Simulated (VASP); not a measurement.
# WS2 in VASP: a series of runs

WS2 is run at these levels: PBEsol+D3(BJ), PBEsol+D4, LDA, PBE+D4, PBEsol; tasks: single point.

Everything below comes from runs of VASP 6.6.1. Logs are shortened: lines on timing, memory, paths and dates and some standing lists are left out, and cuts for length are marked.

## Step 1: The cell of the first run

The cell holds a slab with vacuum, 12 atoms: a = 3.116 Å, b = 3.116 Å, c = 32.627 Å, α = 90.00°, β = 90.00°, γ = 120.00°.

## Step 2: Single point, PBEsol+D3(BJ)

The input, INCAR:

```
PREC = Accurate
ENCUT = 520
EDIFF = 1E-6
ISMEAR = -1
SIGMA = 0.05
LREAL = F
LASPH = T
NELM = 60
ALGO = Normal
ISIF = 2
LWAVE = F
LCHARG = F
GGA = PS
IVDW = 12
NBANDS = 64
```

The input, KPOINTS:

```
Automatic mesh
0
Gamma
  10 10 1
```

The input, POSCAR:

```
WS2
1.0
    3.1164463746      0.0000000000      0.0000000000
   -1.5582231873      2.6989217299      0.0000000000
    0.0000000000      0.0000000000     32.6269410622
W S
4 8
Direct
    0.3333333333      0.6666666667      0.5901991488
    0.3333333333      0.6666666667      0.2293664701
    0.6666666667      0.3333333333      0.7706335299
    0.6666666667      0.3333333333      0.4098008512
    0.3333333333      0.6666666667      0.8188689269
    0.3333333333      0.6666666667      0.4579679397
    0.6666666667      0.3333333333      0.6383654029
    0.6666666667      0.3333333333      0.2775746393
    0.3333333333      0.6666666667      0.7224253607
    0.3333333333      0.6666666667      0.3616345971
    0.6666666667      0.3333333333      0.5420320603
    0.6666666667      0.3333333333      0.1811310731
```

Potentials or basis: VASP PAW PBE potentials, release 64 (W_sv, S).

The run is started by

```sh
$ cat potpaw_PBE.64/W_sv/POTCAR potpaw_PBE.64/S/POTCAR > POTCAR
$ mpirun -np 1 vasp_std > vasp.out
```

OUTCAR:

```text
PREC = Accurate
   ENCUT = 520
   EDIFF = 1E-6
   ISMEAR = -1
   LREAL = F
   LASPH = T
   NELM = 60
   ISIF = 2
   GGA = PS
   IVDW = 12
 IVDW          = 12

 ion  position               nearest neighbor table
   1  0.333  0.667  0.590-   7 2.39   7 2.39   7 2.39  11 2.39  11 2.39  11 2.39
   2  0.333  0.667  0.229-   8 2.39   8 2.39   8 2.39  12 2.39  12 2.39  12 2.39
   3  0.667  0.333  0.771-   9 2.39   9 2.39   9 2.39   5 2.39   5 2.39   5 2.39
   4  0.667  0.333  0.410-  10 2.39  10 2.39  10 2.39   6 2.39   6 2.39   6 2.39
   5  0.333  0.667  0.819-   3 2.39   3 2.39   3 2.39
   6  0.333  0.667  0.458-   4 2.39   4 2.39   4 2.39
   7  0.667  0.333  0.638-   1 2.39   1 2.39   1 2.39
   8  0.667  0.333  0.278-   2 2.39   2 2.39   2 2.39
   9  0.333  0.667  0.722-   3 2.39   3 2.39   3 2.39
  10  0.333  0.667  0.362-   4 2.39   4 2.39   4 2.39
  11  0.667  0.333  0.542-   1 2.39   1 2.39   1 2.39
  12  0.667  0.333  0.181-   2 2.39   2 2.39   2 2.39

  LATTYP: Found a hexagonal cell.
 ALAT       =     3.1164463746
 C/A-ratio  =    10.4692772281

  Lattice vectors:

 A1 = (   3.1164463746,   0.0000000000,   0.0000000000)
 A2 = (  -1.5582231873,   2.6989217299,   0.0000000000)
 A3 = (   0.0000000000,   0.0000000000,  32.6269410622)

Analysis of symmetry for initial positions (statically):
=====================================================================
 Subroutine PRICEL returns:
 Original cell was already a primitive cell.

 Routine SETGRP: Setting up the symmetry group for a
 hexagonal supercell.

 Subroutine GETGRP returns: Found 12 space group operations
 (whereof 12 operations were pure point group operations)
 out of a pool of 24 trial point group operations.

The static configuration has the point symmetry D_3d.

Analysis of symmetry for dynamics (positions and initial velocities):
=====================================================================
 Subroutine PRICEL returns:
 Original cell was already a primitive cell.

 Routine SETGRP: Setting up the symmetry group for a
 hexagonal supercell.

 Subroutine GETGRP returns: Found 12 space group operations
 (whereof 12 operations were pure point group operations)
 out of a pool of 24 trial point group operations.

The dynamic configuration has the point symmetry D_3d.

 Subroutine INISYM returns: Found 12 space group operations
 (whereof 12 operations are pure point group operations),
[... 114 lines left out ...]
   TEBEG  =    0.0;   TEEND  =   0.0 temperature during run
   PSTRESS=    0.0 pullay stress
   NELECT =     104.0000    total number of electrons
   NUPDOWN=      -1.0000    fix difference up-down
   EMIN   =  10.00;   EMAX   =-10.00  energy-range for DOS
   EFERMI =   0.00;   METHOD = LEGACY
   ISMEAR =    -1;   SIGMA  =   0.05  broadening in eV -4-tet -1-fermi 0-gaus
   EFERMI_NEDOS =   21; number of points for ismear=-14 and -15
   IALGO  =     38    algorithm
   IMIX   =      4    mixing-type and parameters
     AMIX     =   0.40;   BMIX     =  1.00
     AMIX_MAG =   1.60;   BMIX_MAG =  1.00
  volume/ion in A,a.u.               =      22.87       154.33
  Fermi-wavevector in a.u.,A,eV,Ry     =   1.184706  2.238769 19.096155  1.403528
  Thomas-Fermi vector in A             =   2.320915
   LORBIT       =      0    0 simple, 1 ext, 2 COOP (PROOUT), +10 PAW based schemes
   GGA     = PS    functional components
   LHFCALC =     F    Hartree Fock is set to
   AEXX    =    0.0000 exact exchange contribution
   IVDW    =    12    specifies the selected vdW correction
   LEPSILON=     F    determine dielectric tensor
   LRPA    =     F    only Hartree local field effects (RPA)
 non-spin polarized calculation
  energy-cutoff  :      520.00
  volume of cell :      274.43
 maximum number of plane-waves:      7430
 NGX is ok and might be reduce to    24
   NGX = 11   NGY = 11   NGZ =121

 number of electron     103.9999995 magnetization

 Free energy of the ion-electron system (eV)
  ---------------------------------------------------
  ext. energy  EPLUGINS =         0.00000000
  ---------------------------------------------------
  free energy    TOTEN  =      -100.91432020 eV

  energy without entropy =     -100.91431358  energy(sigma->0) =     -100.91431689

 E-fermi :   5.0715     XC(G=0):  -8.6778

 val. band max:        4.6682181074   @ k =   0.0000   0.0000   0.0000
 cond. band min:       5.5770855099   @ k =   0.2000   0.2000   0.0000
 fundamental gap:      0.9088674025
 Fermi energy:         5.0715187109

 k-point     1 :       0.0000    0.0000    0.0000
  band No.  band energies     occupation
      1     -69.9125      2.00000
      2     -69.9125      2.00000
      3     -69.9085      2.00000
      4     -69.9084      2.00000
      5     -34.2178      2.00000
      6     -34.2178      2.00000
[... 927 lines left out ...]
     63       8.0751      0.00000
     64       8.0800      0.00000

------------------------ aborting loop because EDIFF is reached ----------------------------------------

 Edisp (eV)   -4.48502

 E8    (eV) :    -2.9357

  FORCE on cell =-STRESS in cart. coord.  units (eV):
  Direction    XX          YY          ZZ          XY          YZ          ZX
  --------------------------------------------------------------------------------------
  -------------------------------------------------------------------------------------
  Total       0.24962     0.24962     0.26659    -0.00000     0.00000     0.00000
  in kB       1.45736     1.45736     1.55643    -0.00000     0.00000     0.00000
  external pressure =        1.49 kB  Pullay stress =        0.00 kB

 VOLUME and BASIS-vectors are now :
 -----------------------------------------------------------------------------
  energy-cutoff  :      520.00
  volume of cell :      274.43
      direct lattice vectors                 reciprocal lattice vectors
     3.116446375  0.000000000  0.000000000     0.320878295  0.185259170  0.000000000
    -1.558223187  2.698921730  0.000000000     0.000000000  0.370518340  0.000000000
     0.000000000  0.000000000 32.626941062     0.000000000  0.000000000  0.030649517

 POSITION                                       TOTAL-FORCE (eV/Angst)
 -----------------------------------------------------------------------------------
     -0.00000      1.79928     19.25639        -0.000000     -0.000000     -0.002580
     -0.00000      1.79928      7.48353        -0.000000     -0.000000     -0.004840
      1.55822      0.89964     25.14341         0.000000      0.000000      0.004840
      1.55822      0.89964     13.37055        -0.000000      0.000000      0.002580
     -0.00000      1.79928     26.71719         0.000000     -0.000000      0.027550
     -0.00000      1.79928     14.94209        -0.000000      0.000000      0.019443
      1.55822      0.89964     20.82791         0.000000      0.000000      0.017817
      1.55822      0.89964      9.05641        -0.000000      0.000000      0.018745
     -0.00000      1.79928     23.57053         0.000000     -0.000000     -0.018745
     -0.00000      1.79928     11.79903         0.000000     -0.000000     -0.017817
      1.55822      0.89964     17.68485        -0.000000     -0.000000     -0.019443
      1.55822      0.89964      5.90975         0.000000      0.000000     -0.027550
 -----------------------------------------------------------------------------------
    total drift:                                0.000000      0.000000      0.000000

  FREE ENERGIE OF THE ION-ELECTRON SYSTEM (eV)
  ---------------------------------------------------
  free  energy   TOTEN  =      -105.3993388873 eV

  energy  without entropy=     -105.3993322741  energy(sigma->0) =     -105.39933558
```

OSZICAR:

```text
N       E                     dE             d eps       ncg     rms          rms(c)
DAV:   1     0.112450425458E+04    0.11245E+04   -0.56325E+04  2008   0.156E+03
DAV:   2    -0.216457733758E+02   -0.11462E+04   -0.11139E+04  2120   0.433E+02
DAV:   3    -0.102568097505E+03   -0.80922E+02   -0.79536E+02  2232   0.110E+02
[... 15 lines left out ...]
DAV:  19    -0.100914290968E+03   -0.35797E-04   -0.95545E-07  1512   0.244E-03    0.211E-03
DAV:  20    -0.100914309651E+03   -0.18684E-04   -0.30621E-07  1368   0.139E-03    0.171E-03
DAV:  21    -0.100914317257E+03   -0.76058E-05   -0.17285E-07  1288   0.122E-03    0.598E-04
DAV:  22    -0.100914319787E+03   -0.25298E-05   -0.74670E-08  1248   0.584E-04    0.279E-04
DAV:  23    -0.100914320196E+03   -0.40893E-06   -0.22546E-08  1192   0.319E-04
   1 F= -.10539934E+03 E0= -.10539934E+03  d E =-.661329E-05
```

Run time: 10 min. Hardware: 1 thread of Intel Xeon 8259CL, shared host; peak memory 0.49 GiB.

Results:

- Free energy: -105.3993 eV
- Largest force: 0.028 eV/Å
- Band gap on the k mesh: 0.91 eV (least direct gap 2.26 eV)
- Dispersion energy per atom: -0.374 eV

Forces on the atoms (eV/Å):
```
W    0.000  0.000 -0.003
W    0.000  0.000 -0.005
W    0.000  0.000  0.005
W    0.000  0.000  0.003
S    0.000  0.000  0.028
S    0.000  0.000  0.019
S    0.000  0.000  0.018
S    0.000  0.000  0.019
S    0.000  0.000 -0.019
S    0.000  0.000 -0.018
S    0.000  0.000 -0.019
S    0.000  0.000 -0.028
```

Caveat: there is no dipole correction, which matters where the two faces differ; the PAW data sets were made with another functional, which shifts forces and pressure a little; spin-orbit coupling is left out, which moves the levels of the heavy elements.

## Step 3: Single point, PBEsol+D4

This run uses another cell than the first one.

The input, INCAR:

```
SYSTEM = WS2
  ALGO = Normal
  EDIFF = 1E-6
  ENCUT = 520
  GGA = PS
  ISIF = 2
  ISMEAR = -1
  IVDW = 13
  LASPH = .TRUE.
  LCHARG = .FALSE.
  LREAL = .FALSE.
  LWAVE = .FALSE.
  NBANDS = 64
  NELM = 80
  PREC = Accurate
  SIGMA = 0.05
```

The input, KPOINTS:

```
k-points
0
G
  10 10 1
  0 0 0
```

The input, POSCAR:

```
WS2
1.0
    3.1273069006      0.0000000000      0.0000000000
   -1.5636534503      2.7083272214      0.0000000000
    0.0000000000      0.0000000000     32.8064517740
W S
4 8
Direct
    0.3333333333      0.6666666667      0.5914854794
    0.3333333333      0.6666666667      0.2257660557
    0.6666666667      0.3333333333      0.7742339443
    0.6666666667      0.3333333333      0.4085145206
    0.3333333333      0.6666666667      0.8221227770
    0.3333333333      0.6666666667      0.4564038341
    0.6666666667      0.3333333333      0.6393733311
    0.6666666667      0.3333333333      0.2736657985
    0.3333333333      0.6666666667      0.7263342015
    0.3333333333      0.6666666667      0.3606266689
    0.6666666667      0.3333333333      0.5435961659
    0.6666666667      0.3333333333      0.1778772230
```

Potentials or basis: VASP PAW PBE potentials, release 64 (W_sv, S).

The run is started by

```sh
$ cat potpaw_PBE.64/W_sv/POTCAR potpaw_PBE.64/S/POTCAR > POTCAR
$ mpirun -np 1 vasp_std > vasp.out
```

OUTCAR:

```text
SYSTEM = WS2
   EDIFF = 1E-6
   ENCUT = 520
   GGA = PS
   ISIF = 2
   ISMEAR = -1
   IVDW = 13
   LASPH = .TRUE.
   LREAL = .FALSE.
   NELM = 80
   PREC = Accurate

 ion  position               nearest neighbor table
   1  0.333  0.667  0.591-   7 2.39   7 2.39   7 2.39  11 2.39  11 2.39  11 2.39
   2  0.333  0.667  0.226-  12 2.39  12 2.39  12 2.39   8 2.39   8 2.39   8 2.39
   3  0.667  0.333  0.774-   5 2.39   5 2.39   5 2.39   9 2.39   9 2.39   9 2.39
   4  0.667  0.333  0.409-  10 2.39  10 2.39  10 2.39   6 2.39   6 2.39   6 2.39
   5  0.333  0.667  0.822-   3 2.39   3 2.39   3 2.39
   6  0.333  0.667  0.456-   4 2.39   4 2.39   4 2.39
   7  0.667  0.333  0.639-   1 2.39   1 2.39   1 2.39
   8  0.667  0.333  0.274-   2 2.39   2 2.39   2 2.39
   9  0.333  0.667  0.726-   3 2.39   3 2.39   3 2.39
  10  0.333  0.667  0.361-   4 2.39   4 2.39   4 2.39
  11  0.667  0.333  0.544-   1 2.39   1 2.39   1 2.39
  12  0.667  0.333  0.178-   2 2.39   2 2.39   2 2.39

  LATTYP: Found a hexagonal cell.
 ALAT       =     3.1273069006
 C/A-ratio  =    10.4903205271

  Lattice vectors:

 A1 = (   3.1273069006,   0.0000000000,   0.0000000000)
 A2 = (  -1.5636534503,   2.7083272214,   0.0000000000)
 A3 = (   0.0000000000,   0.0000000000,  32.8064517740)

Analysis of symmetry for initial positions (statically):
=====================================================================
 Subroutine PRICEL returns:
 Original cell was already a primitive cell.

 Routine SETGRP: Setting up the symmetry group for a
 hexagonal supercell.

 Subroutine GETGRP returns: Found 12 space group operations
 (whereof 12 operations were pure point group operations)
 out of a pool of 24 trial point group operations.

The static configuration has the point symmetry D_3d.

Analysis of symmetry for dynamics (positions and initial velocities):
=====================================================================
[... 148 lines left out ...]
   LEPSILON=     F    determine dielectric tensor
   LRPA    =     F    only Hartree local field effects (RPA)
 non-spin polarized calculation
  energy-cutoff  :      520.00
  volume of cell :      277.86
 maximum number of plane-waves:      7524
 NGX is ok and might be reduce to    24
   NGX = 11   NGY = 11   NGZ =121

 number of electron     103.9999992 magnetization

 Free energy of the ion-electron system (eV)
  ---------------------------------------------------
  ext. energy  EPLUGINS =         0.00000000
  ---------------------------------------------------
  free energy    TOTEN  =      -101.00285481 eV

  energy without entropy =     -101.00285242  energy(sigma->0) =     -101.00285362

 E-fermi :   4.9282     XC(G=0):  -8.6506

 val. band max:        4.4682043242   @ k =   0.0000   0.0000   0.0000
 cond. band min:       5.4935349183   @ k =   0.2000   0.2000   0.0000
 fundamental gap:      1.0253305940
 Fermi energy:         4.9281929912

 k-point     1 :       0.0000    0.0000    0.0000
  band No.  band energies     occupation
      1     -70.0528      2.00000
      2     -70.0528      2.00000
      3     -70.0491      2.00000
      4     -70.0491      2.00000
      5     -34.3475      2.00000
      6     -34.3475      2.00000
[... 927 lines left out ...]
     63       7.9208      0.00000
     64       7.9359      0.00000

------------------------ aborting loop because EDIFF is reached ----------------------------------------

  DFT-D4 for vdW energy calculation

  Edisp (eV):   -2.93813

  FORCE on cell =-STRESS in cart. coord.  units (eV):
  Direction    XX          YY          ZZ          XY          YZ          ZX
  --------------------------------------------------------------------------------------
  -------------------------------------------------------------------------------------
  Total       0.21642     0.21642     0.15386     0.00000     0.00000     0.00000
  in kB       1.24787     1.24787     0.88715     0.00000     0.00000     0.00000
  external pressure =        1.13 kB  Pullay stress =        0.00 kB

 VOLUME and BASIS-vectors are now :
 -----------------------------------------------------------------------------
  energy-cutoff  :      520.00
  volume of cell :      277.86
      direct lattice vectors                 reciprocal lattice vectors
     3.127306901  0.000000000  0.000000000     0.319763948  0.184615801  0.000000000
    -1.563653450  2.708327221  0.000000000     0.000000000  0.369231602  0.000000000
     0.000000000  0.000000000 32.806451774     0.000000000  0.000000000  0.030481809

 POSITION                                       TOTAL-FORCE (eV/Angst)
 -----------------------------------------------------------------------------------
     -0.00000      1.80555     19.40454         0.000000     -0.000000     -0.001462
     -0.00000      1.80555      7.40658         0.000000     -0.000000     -0.002978
      1.56365      0.90278     25.39987         0.000000      0.000000      0.002978
      1.56365      0.90278     13.40191        -0.000000      0.000000      0.001462
     -0.00000      1.80555     26.97093        -0.000000      0.000000      0.021958
     -0.00000      1.80555     14.97299        -0.000000      0.000000      0.011732
      1.56365      0.90278     20.97557        -0.000000      0.000000      0.010164
      1.56365      0.90278      8.97800         0.000000     -0.000000      0.013540
     -0.00000      1.80555     23.82845        -0.000000      0.000000     -0.013540
     -0.00000      1.80555     11.83088         0.000000     -0.000000     -0.010164
      1.56365      0.90278     17.83346         0.000000     -0.000000     -0.011732
      1.56365      0.90278      5.83552         0.000000     -0.000000     -0.021958
 -----------------------------------------------------------------------------------
    total drift:                                0.000000     -0.000000     -0.000000

  FREE ENERGIE OF THE ION-ELECTRON SYSTEM (eV)
  ---------------------------------------------------
  free  energy   TOTEN  =      -103.9409877483 eV

  energy  without entropy=     -103.9409853639  energy(sigma->0) =     -103.94098656
```

OSZICAR:

```text
N       E                     dE             d eps       ncg     rms          rms(c)
DAV:   1     0.112035208931E+04    0.11204E+04   -0.56292E+04  2000   0.156E+03
DAV:   2    -0.225696886908E+02   -0.11429E+04   -0.11111E+04  2112   0.432E+02
DAV:   3    -0.102647138958E+03   -0.80077E+02   -0.78609E+02  2208   0.109E+02
[... 14 lines left out ...]
DAV:  18    -0.101002784707E+03   -0.45674E-04   -0.23513E-06  1648   0.547E-03    0.344E-03
DAV:  19    -0.101002831622E+03   -0.46915E-04   -0.97119E-07  1440   0.274E-03    0.309E-03
DAV:  20    -0.101002845113E+03   -0.13492E-04   -0.23884E-07  1304   0.150E-03    0.206E-03
DAV:  21    -0.101002853870E+03   -0.87569E-05   -0.28478E-07  1368   0.157E-03    0.607E-04
DAV:  22    -0.101002854808E+03   -0.93792E-06   -0.38654E-08  1200   0.725E-04
   1 F= -.10394099E+03 E0= -.10394099E+03  d E =-.238439E-05
```

stdout:

```text
POSCAR found type information on POSCAR W S
 POSCAR found :  2 types and      12 ions
 scaLAPACK will be used
 -----------------------------------------------------------------------------
|                                                                             |
|                                                                             |
|     You enforced a specific xc type in the INCAR file but a different       |
|     I HOPE YOU KNOW WHAT YOU ARE DOING!                                     |
|                                                                             |
 -----------------------------------------------------------------------------

 LDA part: xc-table for (Slater+PW92), standard interpolation
 POSCAR, INCAR and KPOINTS ok, starting setup
 FFT: planning ... GRIDC
 FFT: planning ... GRID_SOFT
 FFT: planning ... GRID
 WAVECAR not read
 entering main loop
```

It took 9.9 min on 1 thread of Intel Xeon 8259CL, shared host; peak memory 0.48 GiB.

Results:

```yaml
Free_energy: -103.9410 eV
Largest_force: 0.022 eV/Å
Band_gap_on_the_k_mesh: 1.03 eV (least direct gap 2.25 eV)
Dispersion_energy_per_atom: -0.245 eV
```

Forces in eV/Å, atoms in the order of the input:
```
W    0.000  0.000 -0.001
W    0.000  0.000 -0.003
W    0.000  0.000  0.003
W    0.000  0.000  0.001
S    0.000  0.000  0.022
S    0.000  0.000  0.012
S    0.000  0.000  0.010
S    0.000  0.000  0.014
S    0.000  0.000 -0.014
S    0.000  0.000 -0.010
S    0.000  0.000 -0.012
S    0.000  0.000 -0.022
```

Caveat: there is no dipole correction, which matters where the two faces differ; the PAW data sets were made with another functional, which shifts forces and pressure a little; spin-orbit coupling is left out, which moves the levels of the heavy elements.

[end of part 1 of 2]
